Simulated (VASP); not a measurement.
# FeO (Wuestite) (R-3m) in VASP: further runs

FeO (Wuestite) is run at these levels: PBEsol; tasks: single point.

Everything below comes from runs of VASP 6.6.1. Logs are shortened: lines on timing, memory, paths and dates and some standing lists are left out, and cuts for length are marked.

## 1. The cell of the first run

The structure is trigonal, space group R-3m (No. 166). Conventional cell: a = 3.038 Å, b = 3.038 Å, c = 7.559 Å, α = 90.00°, β = 90.00°, γ = 120.00°. Within 2.9 Å of Fe (site symmetry -3m) lie 6 O at 2.16 Å. Within 2.9 Å of O (site symmetry -3m) lie 6 Fe at 2.16 Å.

## 2. Single point, PBEsol, collinear spin, ferromagnetic start

File INCAR:

```
PREC = Accurate
ENCUT = 520
EDIFF = 1E-7
ISMEAR = -1
SIGMA = 0.05
LREAL = F
LASPH = T
NELM = 150
ALGO = Normal
ISIF = 2
LWAVE = F
LCHARG = F
ISPIN = 2
MAGMOM = 4.5 0
LORBIT = 11
LMAXMIX = 4
GGA = PS
NBANDS = 18
```

File KPOINTS:

```
Automatic mesh
0
Gamma
  11 11 11
```

File POSCAR:

```
FeO
1.0
    1.5188209023      0.8768916568      2.5195772846
   -1.5188209023      0.8768916568      2.5195772846
    0.0000000000     -1.7537833136      2.5195772846
Fe O
1 1
Direct
    0.0000000000      0.0000000000      0.0000000000
    0.5000000000      0.5000000000      0.5000000000
```

Potentials or basis: VASP PAW PBE potentials, release 64 (Fe, O).

The run is started by

```sh
cat potpaw_PBE.64/Fe/POTCAR potpaw_PBE.64/O/POTCAR > POTCAR
mpirun -np 1 vasp_std > vasp.out
```

OUTCAR:

```text
PREC = Accurate
   ENCUT = 520
   EDIFF = 1E-7
   ISMEAR = -1
   LREAL = F
   LASPH = T
   NELM = 150
   ISIF = 2
   ISPIN = 2
   LORBIT = 11
   GGA = PS

 ion  position               nearest neighbor table
   1  0.000  0.000  0.000-   2 2.16   2 2.16   2 2.16   2 2.16   2 2.16   2 2.16
   2  0.500  0.500  0.500-   1 2.16   1 2.16   1 2.16   1 2.16   1 2.16   1 2.16

  LATTYP: Found a trigonal (rhomboedric) cell.
 ALAT       =     3.0698575869
 COS(alpha) =     0.5104391626

  Lattice vectors:

 A1 = (   1.5188209023,   0.8768916568,   2.5195772846)
 A2 = (  -1.5188209023,   0.8768916568,   2.5195772846)
 A3 = (   0.0000000000,  -1.7537833136,   2.5195772846)

Analysis of symmetry for initial positions (statically):
=====================================================================
 Subroutine PRICEL returns:
 Original cell was already a primitive cell.

 Routine SETGRP: Setting up the symmetry group for a
 trigonal (rhombohedral) supercell.

 Subroutine GETGRP returns: Found 12 space group operations
 (whereof 12 operations were pure point group operations)
 out of a pool of 12 trial point group operations.

The static configuration has the point symmetry D_3d.

Analysis of symmetry for dynamics (positions and initial velocities):
=====================================================================
 Subroutine PRICEL returns:
 Original cell was already a primitive cell.

 Routine SETGRP: Setting up the symmetry group for a
 trigonal (rhombohedral) supercell.

 Subroutine GETGRP returns: Found 12 space group operations
 (whereof 12 operations were pure point group operations)
 out of a pool of 12 trial point group operations.

The dynamic configuration has the point symmetry D_3d.

Analysis of structural, dynamic, and magnetic symmetry:
=====================================================================
 Subroutine PRICEL returns:
 Original cell was already a primitive cell.

 Routine SETGRP: Setting up the symmetry group for a
 trigonal (rhombohedral) supercell.

 Subroutine GETGRP returns: Found 12 space group operations
 (whereof 12 operations were pure point group operations)
 out of a pool of 12 trial point group operations.

The overall configuration has the point symmetry D_3d.

 Subroutine INISYM returns: Found 12 space group operations
 (whereof 12 operations are pure point group operations),
 and found     1 'primitive' translations

----------------------------------------------------------------------------------------

                                     Primitive cell

  volume of cell :      20.1341

  direct lattice vectors                    reciprocal lattice vectors
     1.518820902  0.876891657  2.519577285     0.329202738  0.190065290  0.132297324
    -1.518820902  0.876891657  2.519577285    -0.329202738  0.190065290  0.132297324
     0.000000000 -1.753783314  2.519577285     0.000000000 -0.380130579  0.132297324

  length of vectors
     3.069857587  3.069857587  3.069857587     0.402494521  0.402494521  0.402494521

  position of ions in fractional coordinates (direct lattice)
     0.000000000  0.000000000  0.000000000
     0.500000000  0.500000000  0.500000000

  ion indices of the primitive-cell ions
   primitive index   ion index
                 1           1
                 2           2

----------------------------------------------------------------------------------------

 KPOINTS: Automatic mesh

Automatic generation of k-mesh.
 Grid dimensions read from file:
 generate k-points for:   11   11   11

 Generating k-lattice:

  Cartesian coordinates                     Fractional coordinates (reciprocal lattice)
     0.029927522  0.017278663  0.012027029     0.090909091 -0.000000000  0.000000000
    -0.029927522  0.017278663  0.012027029    -0.000000000  0.090909091  0.000000000
     0.000000000 -0.034557325  0.012027029     0.000000000  0.000000000  0.090909091

  Length of vectors
     0.036590411  0.036590411  0.036590411

  Shift w.r.t. Gamma in fractional coordinates (k-lattice)
     0.000000000  0.000000000  0.000000000

 Subroutine IBZKPT returns following result:
 ===========================================

 Found    146 irreducible k-points:

 Following reciprocal coordinates:
            Coordinates               Weight
  0.000000  0.000000  0.000000      1.000000
  0.090909  0.000000 -0.000000      6.000000
  0.181818  0.000000 -0.000000      6.000000
  0.272727  0.000000  0.000000      6.000000
  0.363636  0.000000  0.000000      6.000000
  0.454545  0.000000 -0.000000      6.000000
[... 16 lines left out ...]
 -0.272727  0.181818  0.000000     12.000000
 -0.181818  0.181818  0.000000      6.000000
 [... further k-points ...]
   k-points           NKPTS =    146   k-points in BZ     NKDIM =    146   number of bands    NBANDS=     18
   number of dos      NEDOS =    301   number of ions     NIONS =      2
   total plane-waves  NPLWV =  13824
   dimension x,y,z NGX =    24 NGY =   24 NGZ =   24
[... 23 lines left out ...]
   TEBEG  =    0.0;   TEEND  =   0.0 temperature during run
   PSTRESS=    0.0 pullay stress
   NELECT =      14.0000    total number of electrons
   NUPDOWN=      -1.0000    fix difference up-down
   EMIN   =  10.00;   EMAX   =-10.00  energy-range for DOS
   EFERMI =   0.00;   METHOD = LEGACY
   ISMEAR =    -1;   SIGMA  =   0.05  broadening in eV -4-tet -1-fermi 0-gaus
   EFERMI_NEDOS =   21; number of points for ismear=-14 and -15
   IALGO  =     38    algorithm
   IMIX   =      4    mixing-type and parameters
     AMIX     =   0.40;   BMIX     =  1.00
     AMIX_MAG =   1.60;   BMIX_MAG =  1.00
  volume/ion in A,a.u.               =      10.07        67.94
  Fermi-wavevector in a.u.,A,eV,Ry     =   1.450353  2.740770 28.620176  2.103524
  Thomas-Fermi vector in A             =   2.567975
   LORBIT       =     11    0 simple, 1 ext, 2 COOP (PROOUT), +10 PAW based schemes
   GGA     = PS    functional components
   LHFCALC =     F    Hartree Fock is set to
   AEXX    =    0.0000 exact exchange contribution
   IVDW    =     0    specifies the selected vdW correction
   LEPSILON=     F    determine dielectric tensor
   LRPA    =     F    only Hartree local field effects (RPA)
 spin polarized calculation
  energy-cutoff  :      520.00
  volume of cell :       20.13
 maximum number of plane-waves:       556
   NGX = 11   NGY = 11   NGZ = 11

 number of electron      13.9999999 magnetization       4.0006842

 Free energy of the ion-electron system (eV)
  ---------------------------------------------------
  ext. energy  EPLUGINS =         0.00000000
  ---------------------------------------------------
  free energy    TOTEN  =       -15.83776792 eV

  energy without entropy =      -15.82600983  energy(sigma->0) =      -15.83188888

 E-fermi :   6.0082     XC(G=0): -12.3823

 val. band max:        6.0072104987   @ k =   0.2727   0.0909   0.0909
 cond. band min:       6.0185658096   @ k =   0.2727   0.1818   0.1818
 fundamental gap:      0.0113553108
 Fermi energy:         6.0082297115

 spin component 1

 k-point     1 :       0.0000    0.0000    0.0000
  band No.  band energies     occupation
      1     -14.6380      1.00000
      2       2.0934      1.00000
      3       2.1245      1.00000
      4       2.1573      1.00000
      5       2.1573      1.00000
      6       2.2258      1.00000
[... 10 lines left out ...]
     17      26.5154      0.00000
     18      29.5292      0.00000
[... 463 lines left out ...]
 k-point    24 :      -0.1818    0.1818    0.0000
  band No.  band energies     occupation
      1     -13.9178      1.00000
      2      -1.2791      1.00000
      3      -0.2179      1.00000
      4       0.3151      1.00000
      5       2.4774      1.00000
      6       2.7889      1.00000
[... 10 lines left out ...]
     17      32.4579      0.00000
     18      34.1712      0.00000

 [... further k-points ...]

 spin component 2

 k-point     1 :       0.0000    0.0000    0.0000
  band No.  band energies     occupation
      1     -14.0804      1.00000
      2       2.7142      1.00000
      3       2.8182      1.00000
      4       2.8182      1.00000
      5       5.2149      1.00000
      6       5.3028      1.00000
[... 10 lines left out ...]
     17      28.0547      0.00000
     18      30.6487      0.00000
[... 463 lines left out ...]
 k-point    24 :      -0.1818    0.1818    0.0000
  band No.  band energies     occupation
      1     -13.3493      1.00000
      2      -0.3820      1.00000
      3       1.2703      1.00000
      4       1.3778      1.00000
      5       5.7398      0.99536
      6       5.9588      0.72876
[... 10 lines left out ...]
     17      33.3272      0.00000
     18      34.9176      0.00000

 [... further k-points ...]
[... 5 lines left out ...]
  --------------------------------------------------------------------------------------
  -------------------------------------------------------------------------------------
  Total       -1.1121655     -1.1121655     -1.2406361      0.0000000     -0.0000000      0.0000000
  in kB      -88.5010817    -88.5010817    -98.7241839      0.0000000     -0.0000000      0.0000000
  external PRESSURE =     -91.9087825 kB  Pullay stress =       0.0000000 kB

 VOLUME and BASIS-vectors are now :
 -----------------------------------------------------------------------------
  energy-cutoff  :      520.00
  volume of cell :       20.13
      direct lattice vectors                 reciprocal lattice vectors
     1.518820902  0.876891657  2.519577285     0.329202738  0.190065290  0.132297324
    -1.518820902  0.876891657  2.519577285    -0.329202738  0.190065290  0.132297324
     0.000000000 -1.753783314  2.519577285     0.000000000 -0.380130579  0.132297324

 POSITION                                       TOTAL-FORCE (eV/Angst)
 -----------------------------------------------------------------------------------
      0.00000      0.00000      0.00000        -0.000000     -0.000000     -0.000000
      0.00000      0.00000      3.77937         0.000000      0.000000      0.000000
 -----------------------------------------------------------------------------------
    total drift:                               -0.000000      0.000000     -0.000000

  FREE ENERGIE OF THE ION-ELECTRON SYSTEM (eV)
  ---------------------------------------------------
  free  energy   TOTEN  =       -15.8377679244 eV

  energy  without entropy=      -15.8260098344  energy(sigma->0) =      -15.83188888

 total charge

# of ion       s       p       d       tot
------------------------------------------
    1        0.291   0.360   6.081   6.733
    2        1.551   3.412   0.000   4.963
--------------------------------------------------
tot          1.842   3.772   6.081  11.696

 magnetization (x)

# of ion       s       p       d       tot
------------------------------------------
    1        0.026   0.021   3.565   3.612
    2        0.030   0.272   0.000   0.302
--------------------------------------------------
tot          0.056   0.293   3.565   3.914
```

Wall time 38 s (1 thread of Intel Xeon 6975P-C (Granite Rapids), shared host); peak memory 0.21 GiB.

Results:

- Free energy: -15.8378 eV
- Pressure: -9.2 GPa
- Band gap on the k mesh: zero (filled and empty bands overlap)
- Net moment: 4.00 μB per cell
- Site moments: Fe +3.61; O +0.30 μB
- Valence electrons inside the program's atomic spheres: Fe 6.73; O 4.96

Stress tensor (GPa, compression positive):
```
-8.85  0.00  0.00
 0.00 -8.85  0.00
 0.00  0.00 -9.87
```

Levels at points of the mesh, in eV from the Fermi level:
Spin up:
| k point | band 5 | band 6 | band 7 | band 8 | band 9 | band 10 | band 11 | band 12 | band 13 | band 14 |
| --- | --- | --- | --- | --- | --- | --- | --- | --- | --- | --- |
| (0.00, 0.00, 0.00) | -3.85 | -3.78 | -3.78 | -3.66 | -3.66 | -0.04 | 15.21 | 16.55 | 16.96 | 16.96 |
Spin down:
```tsv
k point	band 1	band 2	band 3	band 4	band 5	band 6	band 7	band 8	band 9	band 10
(0.00, 0.00, 0.00)	-20.09	-3.29	-3.19	-3.19	-0.79	-0.71	-0.71	0.12	0.12	0.78
```

Caveat: the PAW data sets were made with another functional, which shifts forces and pressure a little; a cell with one magnetic atom can't hold antiferromagnetic order, which such compounds often take; semilocal functionals often make such compounds metallic where correlation or magnetic order opens a gap, which also shifts bond lengths. With open d or f shells a metallic result of PBEsol can be an artefact of self-interaction; +U or a hybrid may open a gap.

## 3. Single point, PBEsol, collinear spin, ferromagnetic start (volume scaled by 0.94)

File INCAR:

```
SYSTEM = FeO
  PREC = Accurate
  ENCUT = 520
  EDIFF = 1E-6
  ISMEAR = -1
  SIGMA = 0.05
  LREAL = .False.
  LASPH = .True.
  NELM = 150
  ALGO = Normal
  ISIF = 2
  LWAVE = .False.
  LCHARG = .True.
  ISPIN = 2
  MAGMOM = 3 0
  LORBIT = 11
  LMAXMIX = 4
  GGA = PS
  LELF = .True.
  LVHAR = .True.
  NBANDS = 18
```

File KPOINTS:

```
Automatic mesh
0
Gamma
  11 11 11
  0 0 0
```

File POSCAR:

```
FeO
1.0
    1.4878158575      0.8589908858      2.4681429078
   -1.4878158575      0.8589908858      2.4681429078
    0.0000000000     -1.7179817717      2.4681429078
Fe O
1 1
Direct
    0.0000000000      0.0000000000      0.0000000000
    0.5000000000      0.5000000000      0.5000000000
```

Potentials or basis: VASP PAW PBE potentials, release 64 (Fe, O).

The run is started by

```sh
cat potpaw_PBE.64/Fe/POTCAR potpaw_PBE.64/O/POTCAR > POTCAR
mpirun -np 1 vasp_std > vasp.out
```

Wall time 49 s (1 thread of Intel Xeon Platinum 8488C (Sapphire Rapids), shared host); peak memory 0.21 GiB.

The run converged. Its results:

```
Free energy                                           : -15.8627 eV
Pressure                                              : 2.8 GPa
Band gap on the k mesh                                : zero (filled and empty bands overlap)
Net moment                                            : 4.00 μB per cell
Site moments                                          : Fe +3.60; O +0.32 μB
Valence electrons inside the program's atomic spheres : Fe 6.84; O 5.00
```

Stress tensor (GPa, compression positive):
```
3.09 0.00 0.00
0.00 3.09 0.00
0.00 0.00 2.24
```

Levels at points of the mesh, in eV from the Fermi level:
Spin up:
| k point | band 5 | band 6 | band 7 | band 8 | band 9 | band 10 | band 11 | band 12 | band 13 | band 14 |
| --- | --- | --- | --- | --- | --- | --- | --- | --- | --- | --- |
| (0.00, 0.00, 0.00) | -3.98 | -3.91 | -3.91 | -3.67 | -3.67 | 0.33 | 15.43 | 17.08 | 17.50 | 17.50 |
Spin down:
| k point | band 3 | band 4 | band 5 | band 6 | band 7 | band 8 |
| --- | --- | --- | --- | --- | --- | --- |
| (0.00, 0.00, 0.00) | -3.37 | -3.37 | -0.89 | -0.79 | -0.79 | 0.10 |

Caveat: the PAW data sets were made with another functional, which shifts forces and pressure a little; a cell with one magnetic atom can't hold antiferromagnetic order, which such compounds often take; semilocal functionals often make such compounds metallic where correlation or magnetic order opens a gap, which also shifts bond lengths.

## 4. Single point, PBEsol, collinear spin, ferromagnetic start (volume scaled by 0.96)

File INCAR:

```
SYSTEM = FeO
PREC = Accurate ; ENCUT = 520
EDIFF = 1E-6 ; ISMEAR = -1
SIGMA = 0.05 ; LREAL = .False.
LASPH = .True. ; NELM = 150
ALGO = Normal ; ISIF = 2
LWAVE = .False. ; LCHARG = .True.
ISPIN = 2 ; MAGMOM = 3 0
LORBIT = 11 ; LMAXMIX = 4
GGA = PS ; LELF = .True.
LVHAR = .True. ; NBANDS = 18
```

KPOINTS is that of step 3.

File POSCAR:

```
FeO
1.0
    1.4982937792      0.8650403168      2.4855247686
   -1.4982937792      0.8650403168      2.4855247686
    0.0000000000     -1.7300806335      2.4855247686
Fe O
1 1
Direct
    0.0000000000      0.0000000000      0.0000000000
    0.5000000000      0.5000000000      0.5000000000
```

The run is started by

```sh
cat potpaw_PBE.64/Fe/POTCAR potpaw_PBE.64/O/POTCAR > POTCAR
mpirun -np 1 vasp_std > vasp.out
```

It took 53 s on 1 thread of Intel Xeon Platinum 8488C (Sapphire Rapids), shared host; peak memory 0.21 GiB.

Results (log left out):

```
Free energy                                           : -15.8646 eV
Pressure                                              : -1.7 GPa
Band gap on the k mesh                                : zero (filled and empty bands overlap)
Net moment                                            : 4.00 μB per cell
Site moments                                          : Fe +3.60; O +0.31 μB
Valence electrons inside the program's atomic spheres : Fe 6.80; O 4.99
```

Stress tensor (GPa, compression positive):
```
-1.37  0.00  0.00
 0.00 -1.37  0.00
 0.00  0.00 -2.28
```

Levels at points of the mesh, in eV from the Fermi level:
Spin up:
| k point | band 5 | band 6 | band 7 | band 8 | band 9 | band 10 | band 11 | band 12 | band 13 | band 14 |
| --- | --- | --- | --- | --- | --- | --- | --- | --- | --- | --- |
| (0.00, 0.00, 0.00) | -3.92 | -3.89 | -3.89 | -3.66 | -3.66 | 0.20 | 15.36 | 16.89 | 17.31 | 17.31 |
Spin down:
```
           k point  band 3  band 4  band 5  band 6  band 7  band 8
(0.00, 0.00, 0.00)   -3.31   -3.31   -0.85   -0.76   -0.76    0.11
```

Caveat: the PAW data sets were made with another functional, which shifts forces and pressure a little; a cell with one magnetic atom can't hold antiferromagnetic order, which such compounds often take; semilocal functionals often make such compounds metallic where correlation or magnetic order opens a gap, which also shifts bond lengths.

## 5. Single point, PBEsol, collinear spin, ferromagnetic start (volume scaled by 0.98)

File INCAR:

```
ALGO = Normal
EDIFF = 1E-6
ENCUT = 520
GGA = PS
ISIF = 2
ISMEAR = -1
ISPIN = 2
LASPH = T
LCHARG = T
LELF = T
LMAXMIX = 4
LORBIT = 11
LREAL = F
LVHAR = T
LWAVE = F
MAGMOM = 3 0
NBANDS = 18
NELM = 150
PREC = Accurate
SIGMA = 0.05
```

File KPOINTS:

```
k-points
0
Gamma
  11 11 11
```

File POSCAR:

```
FeO
1.0
    1.5086271663      0.8710063006      2.5026668604
   -1.5086271663      0.8710063006      2.5026668604
    0.0000000000     -1.7420126011      2.5026668604
Fe O
1 1
Direct
    0.0000000000      0.0000000000      0.0000000000
    0.5000000000      0.5000000000      0.5000000000
```

The run is started by

```sh
cat potpaw_PBE.64/Fe/POTCAR potpaw_PBE.64/O/POTCAR > POTCAR
mpirun -np 1 vasp_std > vasp.out
```

Run time: 53 s. Hardware: 1 thread of Intel Xeon Platinum 8488C (Sapphire Rapids), shared host; peak memory 0.21 GiB.

The run converged. Its results:

* Free energy: -15.8560 eV
* Pressure: -5.7 GPa
* Band gap on the k mesh: zero (filled and empty bands overlap)
* Net moment: 4.00 μB per cell
* Site moments: Fe +3.61; O +0.31 μB
* Valence electrons inside the program's atomic spheres: Fe 6.77; O 4.97

Stress tensor (GPa, compression positive):
```
-5.35  0.00  0.00
 0.00 -5.35  0.00
 0.00  0.00 -6.32
```

Levels at points of the mesh, in eV from the Fermi level:
Spin up:
```csv
k point,band 7,band 8,band 9,band 10,band 11,band 12
"(0.00, 0.00, 0.00)",-3.85,-3.66,-3.66,0.08,15.28,16.72
```
Spin down:
| k point | band 3 | band 4 | band 5 | band 6 | band 7 | band 8 |
| --- | --- | --- | --- | --- | --- | --- |
| (0.00, 0.00, 0.00) | -3.25 | -3.25 | -0.82 | -0.73 | -0.73 | 0.11 |

Caveat: the PAW data sets were made with another functional, which shifts forces and pressure a little; a cell with one magnetic atom can't hold antiferromagnetic order, which such compounds often take; semilocal functionals often make such compounds metallic where correlation or magnetic order opens a gap, which also shifts bond lengths.

## 6. Overview

```csv
cell,gap on the mesh (eV),pressure (GPa),moment (μB)
"a = 3.070 Å, angles 59.3°, 2 atoms",none,-9.2,4.00
"a = 3.007 Å, angles 59.3°, 2 atoms",none,2.8,4.00
"a = 3.028 Å, angles 59.3°, 2 atoms",none,-1.7,4.00
"a = 3.049 Å, angles 59.3°, 2 atoms",none,-5.7,4.00
```

Alike in all rows: task single point; level PBEsol; potentials or basis VASP PAW PBE potentials, release 64 (Fe, O); spin collinear, ferromagnetic start; k mesh 11 × 11 × 11; cutoff (eV) 520; smearing fermi-dirac 0.05 eV.

Caveats: the PAW data sets were made with another functional, which shifts forces and pressure a little; a cell with one magnetic atom can't hold antiferromagnetic order, which such compounds often take; semilocal functionals often make such compounds metallic where correlation or magnetic order opens a gap, which also shifts bond lengths.

Absolute energies hang on the potentials; compare differences alone.
